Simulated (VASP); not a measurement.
Sb:

```
CELL_PARAMETERS angstrom
3.35453 0.00000 0.00000
-1.67727 2.90511 0.00000
0.00000 0.00000 5.47016
ATOMIC_POSITIONS crystal
Sb 0.66667 0.33333 0.75000
Sb 0.33333 0.66667 0.25000
```

* Program: VASP 6.6.1
* Task: relaxation of cell and atoms
* Functional: revPBE
* Dispersion: D4
* Potentials or basis: VASP PAW PBE potentials, release 64 (Sb)
* Cutoff: 600 eV
* k mesh: 9 × 9 × 5
* Occupations: fermi-dirac, width 0.05 eV
* Spin: no spin polarisation

At the start: pressure -2.8 GPa; volume 26.65 Å³/atom.

Question: How do energy, volume and symmetry change on relaxing?

Answer: Over 5 steps the energy falls by 10.8 meV/atom and the volume is 25.49 Å³/atom (-4.4 %); space group P6_3/mmc (No. 194, to 0.05 Å).

The path:
| step | energy change (eV) | largest force (eV/Å) | pressure (GPa) | volume (Å³) |
| --- | --- | --- | --- | --- |
| 1 | 0.0000 | 0.0000 | -2.77 | 53.31 |
| 2 | -0.0159 | 0.0000 | 1.66 | 49.83 |
| 3 | -0.0215 | 0.0000 | 0.00 | 50.95 |
| 4 | -0.0215 | 0.0000 | 0.07 | 50.90 |
| 5 | -0.0215 | 0.0000 | -0.03 | 50.98 |

Final structure:
```cif
data_structure
_symmetry_space_group_name_H-M 'P 1'
_symmetry_Int_Tables_number 1
_cell_length_a 3.3055
_cell_length_b 3.3055
_cell_length_c 5.3871
_cell_angle_alpha 90.000
_cell_angle_beta 90.000
_cell_angle_gamma 120.000
_cell_volume 50.98
loop_
_atom_site_label
_atom_site_type_symbol
_atom_site_fract_x
_atom_site_fract_y
_atom_site_fract_z
_atom_site_occupancy
Sb1 Sb 0.66667 0.33333 0.75000 1
Sb2 Sb 0.33333 0.66667 0.25000 1
```

Caveat: the PAW data sets were made with another functional, which shifts forces and pressure a little; pairwise dispersion overbinds metals, which lowers pressure and volume.
